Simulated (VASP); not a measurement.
# BN (P6_3/mmc) in VASP: further runs

BN is run at these levels: PBE; tasks: relaxation of the atoms.

All numbers are computed with VASP 6.6.1; they aren't measurements. Logs are shortened: lines on timing, memory, paths and dates and some standing lists are left out, and cuts for length are marked.

## (1) The cell of the first run

Symmetry: P6_3/mmc, No. 194, hexagonal system. Conventional cell: a = 2.540 Å, b = 2.540 Å, c = 6.532 Å, α = 90.00°, β = 90.00°, γ = 120.00°. B (site symmetry -6m2) has 3 N at 1.47 Å within 2.0 Å. Within 2.0 Å of N (site symmetry -6m2) lie 3 B at 1.47 Å.

## (2) Relaxation of the atoms, PBE (z stretched by -1 %)

Input file INCAR:

```
PREC = Accurate
ENCUT = 520
EDIFF = 1E-7
ISMEAR = -1
SIGMA = 0.02
LREAL = False
LASPH = True
NELM = 100
ALGO = Normal
ISIF = 2
LWAVE = False
LCHARG = False
GGA = PE
IBRION = 2
NSW = 80
EDIFFG = -0.02
```

Input file KPOINTS:

```
regular mesh
0
Gamma
  13 13 5
```

Input file POSCAR:

```
BN
1.0
    2.5400000000      0.0000000000      0.0000000000
   -1.2700000000      2.1997045256      0.0000000000
    0.0000000000      0.0000000000      6.5320200000
B N
2 2
Direct
    0.3333333333      0.6666666667      0.2500000000
    0.6666666667      0.3333333333      0.7500000000
    0.3333333333      0.6666666667      0.7500000000
    0.6666666667      0.3333333333      0.2500000000
```

Potentials or basis: VASP PAW PBE potentials, release 64 (B, N).

Started as:

```bash
$ cat potpaw_PBE.64/B/POTCAR potpaw_PBE.64/N/POTCAR > POTCAR
$ mpirun -np 1 vasp_std > vasp.out
```

OUTCAR:

```text
PREC = Accurate
   ENCUT = 520
   EDIFF = 1E-7
   ISMEAR = -1
   LREAL = False
   LASPH = True
   NELM = 100
   ISIF = 2
   GGA = PE
   IBRION = 2
   NSW = 80
   EDIFFG = -0.02

 ion  position               nearest neighbor table
   1  0.333  0.667  0.250-   4 1.47   4 1.47   4 1.47
   2  0.667  0.333  0.750-   3 1.47   3 1.47   3 1.47
   3  0.333  0.667  0.750-   2 1.47   2 1.47   2 1.47
   4  0.667  0.333  0.250-   1 1.47   1 1.47   1 1.47

  LATTYP: Found a hexagonal cell.
 ALAT       =     2.5400000000
 C/A-ratio  =     2.5716614173

  Lattice vectors:

 A1 = (   2.5400000000,   0.0000000000,   0.0000000000)
 A2 = (  -1.2700000000,   2.1997045256,   0.0000000000)
 A3 = (   0.0000000000,   0.0000000000,   6.5320200000)

Analysis of symmetry for initial positions (statically):
=====================================================================
 Subroutine PRICEL returns:
 Original cell was already a primitive cell.

 Routine SETGRP: Setting up the symmetry group for a
 hexagonal supercell.

 Subroutine GETGRP returns: Found 24 space group operations
 (whereof 12 operations were pure point group operations)
 out of a pool of 24 trial point group operations.

The static configuration has the point symmetry D_3d.
 The point group associated with its full space group is D_6h.

Analysis of symmetry for dynamics (positions and initial velocities):
=====================================================================
 Subroutine PRICEL returns:
 Original cell was already a primitive cell.

 Routine SETGRP: Setting up the symmetry group for a
 hexagonal supercell.

 Subroutine GETGRP returns: Found 24 space group operations
 (whereof 12 operations were pure point group operations)
 out of a pool of 24 trial point group operations.

The dynamic configuration has the point symmetry D_3d.
 The point group associated with its full space group is D_6h.

 Subroutine INISYM returns: Found 24 space group operations
 (whereof 12 operations are pure point group operations),
 and found     1 'primitive' translations

----------------------------------------------------------------------------------------

                                     Primitive cell

  volume of cell :      36.4960

  direct lattice vectors                    reciprocal lattice vectors
     2.540000000  0.000000000  0.000000000     0.393700787  0.227303256  0.000000000
    -1.270000000  2.199704526  0.000000000     0.000000000  0.454606511  0.000000000
     0.000000000  0.000000000  6.532020000     0.000000000  0.000000000  0.153091999

  length of vectors
     2.540000000  2.540000000  6.532020000     0.454606511  0.454606511  0.153091999

  position of ions in fractional coordinates (direct lattice)
     0.333333333  0.666666667  0.250000000
     0.666666667  0.333333333  0.750000000
     0.333333333  0.666666667  0.750000000
     0.666666667  0.333333333  0.250000000

  ion indices of the primitive-cell ions
   primitive index   ion index
                 1           1
                 2           2
                 3           3
                 4           4

----------------------------------------------------------------------------------------

 KPOINTS: regular mesh

Automatic generation of k-mesh.
 Grid dimensions read from file:
 generate k-points for:   13   13    5

 Generating k-lattice:

  Cartesian coordinates                     Fractional coordinates (reciprocal lattice)
     0.030284676  0.017484866  0.000000000     0.076923077  0.000000000  0.000000000
     0.000000000  0.034969732  0.000000000     0.000000000  0.076923077  0.000000000
     0.000000000  0.000000000  0.030618400     0.000000000  0.000000000  0.200000000

  Length of vectors
     0.034969732  0.034969732  0.030618400

  Shift w.r.t. Gamma in fractional coordinates (k-lattice)
     0.000000000  0.000000000  0.000000000

 Subroutine IBZKPT returns following result:
 ===========================================

 Found     63 irreducible k-points:

 Following reciprocal coordinates:
            Coordinates               Weight
  0.000000  0.000000  0.000000      1.000000
  0.076923  0.000000  0.000000      6.000000
  0.153846  0.000000  0.000000      6.000000
  0.230769  0.000000  0.000000      6.000000
  0.307692  0.000000  0.000000      6.000000
  0.384615  0.000000  0.000000      6.000000
[... 16 lines left out ...]
  0.076923  0.000000  0.200000     12.000000
  0.153846  0.000000  0.200000     12.000000
 [... further k-points ...]
   k-points           NKPTS =     63   k-points in BZ     NKDIM =     63   number of bands    NBANDS=     12
   number of dos      NEDOS =    301   number of ions     NIONS =      4
   total plane-waves  NPLWV =  20000
   dimension x,y,z NGX =    20 NGY =   20 NGZ =   50
   dimension x,y,z NGXF=    40 NGYF=   40 NGZF=  100
   ions per type =               2   2
   NGX,Y,Z   is equivalent  to a cutoff of  13.09, 13.09, 12.73 a.u.
   NGXF,Y,Z  is equivalent  to a cutoff of  26.18, 26.18, 25.45 a.u.
 SYSTEM =  unknown system
   PREC   = accura    normal or accurate (medium, high low for compatibility)
   ISTART =      0    job   : 0-new  1-cont  2-samecut
   ICHARG =      2    charge: 1-file 2-atom 10-const
   ISPIN  =      1    spin polarized calculation?
   LNONCOLLINEAR =      F non collinear calculations
   LSORBIT =      F    spin-orbit coupling
   LASPH  =      T    aspherical Exc in radial PAW
   ENCUT  =  520.0 eV  38.22 Ry    6.18 a.u.   4.72  4.72 12.15*2*pi/ulx,y,z
   NELM   =    100;   NELMIN=  2; NELMDL= -5     # of ELM steps
   EDIFF  = 0.1E-06   stopping-criterion for ELM
   LREAL  =      F    real-space projection
   EDIFFG = -.2E-01   stopping-criterion for IOM
   NSW    =     80    number of steps for IOM
   IBRION =      2    ionic relax: 0-MD 1-quasi-New 2-CG
   NFREE  =      1    steps in history (QN), initial steepest desc. (CG)
   ISIF   =      2    stress and relaxation
   ISYM   =      2    0-nonsym 1-usesym 2-fastsym
   POTIM  = 0.5000    time-step for ionic-motion
   TEBEG  =    0.0;   TEEND  =   0.0 temperature during run
   PSTRESS=    0.0 pullay stress
   NELECT =      16.0000    total number of electrons
   NUPDOWN=      -1.0000    fix difference up-down
   EMIN   =  10.00;   EMAX   =-10.00  energy-range for DOS
   EFERMI =   0.00;   METHOD = LEGACY
   ISMEAR =    -1;   SIGMA  =   0.02  broadening in eV -4-tet -1-fermi 0-gaus
   EFERMI_NEDOS =   21; number of points for ismear=-14 and -15
   IALGO  =     38    algorithm
   IMIX   =      4    mixing-type and parameters
     AMIX     =   0.40;   BMIX     =  1.00
     AMIX_MAG =   1.60;   BMIX_MAG =  1.00
  volume/ion in A,a.u.               =       9.12        61.57
  Fermi-wavevector in a.u.,A,eV,Ry     =   1.243654  2.350166 21.043801  1.546676
  Thomas-Fermi vector in A             =   2.377955
   LORBIT       =      0    0 simple, 1 ext, 2 COOP (PROOUT), +10 PAW based schemes
   GGA     = PE    functional components
   LHFCALC =     F    Hartree Fock is set to
   AEXX    =    0.0000 exact exchange contribution
   IVDW    =     0    specifies the selected vdW correction
   LEPSILON=     F    determine dielectric tensor
   LRPA    =     F    only Hartree local field effects (RPA)
 conjugate gradient relaxation of ions
 non-spin polarized calculation
  energy-cutoff  :      520.00
  volume of cell :       36.50
 maximum number of plane-waves:       999
 NGX is ok and might be reduce to    20
   NGX =  9   NGY =  9   NGZ = 25

 number of electron      16.0000000 magnetization

 Free energy of the ion-electron system (eV)
  ---------------------------------------------------
  ext. energy  EPLUGINS =         0.00000000
  ---------------------------------------------------
  free energy    TOTEN  =       -35.11722610 eV

  energy without entropy =      -35.11722610  energy(sigma->0) =      -35.11722610

 E-fermi :   2.6948     XC(G=0): -10.0898

 val. band max:        2.2722912302   @ k =   0.3077   0.3077   0.0000
 cond. band min:       6.4650094578   @ k =   0.4615   0.0769   0.0000
 fundamental gap:      4.1927182276
 Fermi energy:         2.6948459302

 k-point     1 :       0.0000    0.0000    0.0000
  band No.  band energies     occupation
      1     -15.3427      2.00000
      2     -15.0049      2.00000
      3      -3.8571      2.00000
      4      -1.5277      2.00000
      5       0.8443      2.00000
      6       0.8443      2.00000
      7       0.8916      2.00000
      8       0.8916      2.00000
      9       7.5760      0.00000
     10      12.5514      0.00000
     11      13.4084      0.00000
     12      13.4090      0.00000

 k-point     2 :       0.0769    0.0000    0.0000
  band No.  band energies     occupation
      1     -15.2302      2.00000
      2     -14.8967      2.00000
      3      -3.7031      2.00000
      4      -1.3914      2.00000
      5       0.3731      2.00000
      6       0.4165      2.00000
      7       0.6296      2.00000
      8       0.6812      2.00000
      9       7.7911      0.00000
     10      12.4417      0.00000
     11      13.2459      0.00000
     12      13.4621      0.00000

 k-point     3 :       0.1538    0.0000    0.0000
  band No.  band energies     occupation
      1     -14.8975      2.00000
      2     -14.5775      2.00000
      3      -3.2459      2.00000
      4      -0.9901      2.00000
      5      -0.8444      2.00000
      6      -0.7945      2.00000
      7       0.0924      2.00000
      8       0.1530      2.00000
      9       8.3502      0.00000
     10      12.0424      0.00000
     11      12.8613      0.00000
     12      13.2020      0.00000

 k-point     4 :       0.2308    0.0000    0.0000
  band No.  band energies     occupation
      1     -14.3635      2.00000
      2     -14.0669      2.00000
      3      -2.5024      2.00000
      4      -2.4327      2.00000
      5      -2.3616      2.00000
      6      -0.5593      2.00000
      7      -0.4904      2.00000
      8      -0.3505      2.00000
      9       9.1321      0.00000
     10      11.1599      0.00000
     11      11.6308      0.00000
     12      12.4548      0.00000

 k-point     5 :       0.3077    0.0000    0.0000
  band No.  band energies     occupation
      1     -13.6715      2.00000
      2     -13.4118      2.00000
      3      -4.0741      2.00000
      4      -3.9801      2.00000
      5      -1.5129      2.00000
      6      -1.1565      2.00000
      7      -1.0815      2.00000
      8       0.4643      2.00000
      9       9.5036      0.00000
     10      10.0384      0.00000
     11      10.2364      0.00000
     12      12.1049      0.00000
[... 228 lines left out ...]
      1     -11.7479      2.00000
      2     -11.7015      2.00000
      3      -5.5963      2.00000
      4      -5.4607      2.00000
      5      -4.6393      2.00000
      6      -4.6062      2.00000
      7       1.7857      2.00000
      8       2.2723      2.00000
      9       6.9275      0.00000
     10       7.2413      0.00000
     11      13.0049      0.00000
     12      14.5806      0.00000

 k-point    22 :       0.0000    0.0000    0.2000
  band No.  band energies     occupation
      1     -15.3125      2.00000
      2     -15.0393      2.00000
      3      -3.6750      2.00000
      4      -1.8118      2.00000
      5       0.8488      2.00000
      6       0.8488      2.00000
      7       0.8871      2.00000
      8       0.8871      2.00000
      9       8.0500      0.00000
     10      11.9665      0.00000
     11      13.4215      0.00000
     12      13.4285      0.00000

 k-point    23 :       0.0769    0.0000    0.2000
  band No.  band energies     occupation
      1     -15.2002      2.00000
      2     -14.9307      2.00000
      3      -3.5225      2.00000
      4      -1.6740      2.00000
      5       0.3783      2.00000
      6       0.4151      2.00000
      7       0.6345      2.00000
      8       0.6763      2.00000
      9       8.2543      0.00000
     10      11.9624      0.00000
     11      13.2964      0.00000
     12      13.4604      0.00000

 k-point    24 :       0.1538    0.0000    0.2000
  band No.  band energies     occupation
      1     -14.8688      2.00000
      2     -14.6100      2.00000
      3      -3.0708      2.00000
      4      -1.2827      2.00000
      5      -0.8350      2.00000
      6      -0.7769      2.00000
      7       0.0981      2.00000
      8       0.1471      2.00000
      9       8.7751      0.00000
     10      11.7613      0.00000
     11      12.9175      0.00000
     12      13.1840      0.00000

 [... further k-points ...]

------------------------ aborting loop because EDIFF is reached ----------------------------------------

  FORCE on cell =-STRESS in cart. coord.  units (eV):
  Direction    XX          YY          ZZ          XY          YZ          ZX
  --------------------------------------------------------------------------------------
  -------------------------------------------------------------------------------------
  Total       -2.5250482     -2.5250482      0.7452923      0.0000000     -0.0000000      0.0000000
  in kB     -110.8497410   -110.8497410     32.7183680      0.0000000     -0.0000000      0.0000000
  external PRESSURE =     -62.9937047 kB  Pullay stress =       0.0000000 kB

 VOLUME and BASIS-vectors are now :
 -----------------------------------------------------------------------------
  energy-cutoff  :      520.00
  volume of cell :       36.50
      direct lattice vectors                 reciprocal lattice vectors
     2.540000000  0.000000000  0.000000000     0.393700787  0.227303256  0.000000000
    -1.270000000  2.199704526  0.000000000     0.000000000  0.454606511  0.000000000
     0.000000000  0.000000000  6.532020000     0.000000000  0.000000000  0.153091999

 POSITION                                       TOTAL-FORCE (eV/Angst)
 -----------------------------------------------------------------------------------
     -0.00000      1.46647      1.63301         0.000000      0.000000      0.000000
      1.27000      0.73323      4.89902         0.000000     -0.000000      0.000000
     -0.00000      1.46647      4.89902        -0.000000     -0.000000      0.000000
      1.27000      0.73323      1.63301         0.000000      0.000000      0.000000
 -----------------------------------------------------------------------------------
    total drift:                               -0.000000      0.000000      0.000000

  FREE ENERGIE OF THE ION-ELECTRON SYSTEM (eV)
  ---------------------------------------------------
  free  energy   TOTEN  =       -35.1172261040 eV

  energy  without entropy=      -35.1172261040  energy(sigma->0) =      -35.11722610

 reached required accuracy - stopping structural energy minimisation
```

Run time: 49 s. Hardware: 1 thread of Intel Xeon 8259CL, shared host; peak memory 0.16 GiB.

Results:

| Quantity | Value |
| --- | --- |
| Free energy | -35.1172 eV |
| Pressure after relaxing | -6.3 GPa |
| Band gap on the k mesh | 4.19 eV (least direct gap 4.53 eV) |

Stress tensor (GPa, compression positive):
```
-11.08   0.00   0.00
  0.00 -11.08   0.00
  0.00   0.00   3.27
```

Final structure:
```
CELL_PARAMETERS angstrom
2.54000 0.00000 0.00000
-1.27000 2.19970 0.00000
0.00000 0.00000 6.53202
ATOMIC_POSITIONS crystal
B 0.33333 0.66667 0.25000
B 0.66667 0.33333 0.75000
N 0.33333 0.66667 0.75000
N 0.66667 0.33333 0.25000
```

Levels at points of the mesh, in eV from the valence-band top:
| k point | band 4 | band 5 | band 6 | band 7 | band 8 | band 9 | band 10 | band 11 | band 12 |
| --- | --- | --- | --- | --- | --- | --- | --- | --- | --- |
| (0.00, 0.00, 0.00) | -3.80 | -1.43 | -1.43 | -1.38 | -1.38 | 5.30 | 10.28 | 11.14 | 11.14 |

Caveat: the cell differs from its parent crystal (z stretched by -1 %); the relaxation stopped at its first step, so nothing moved; an odd mesh through Γ misses points on the zone boundary, where band edges can lie; this functional lacks dispersion, which binds the layers, so the pressure and a relaxed spacing across them are unreliable.

(Continued in part 2 of 2.)
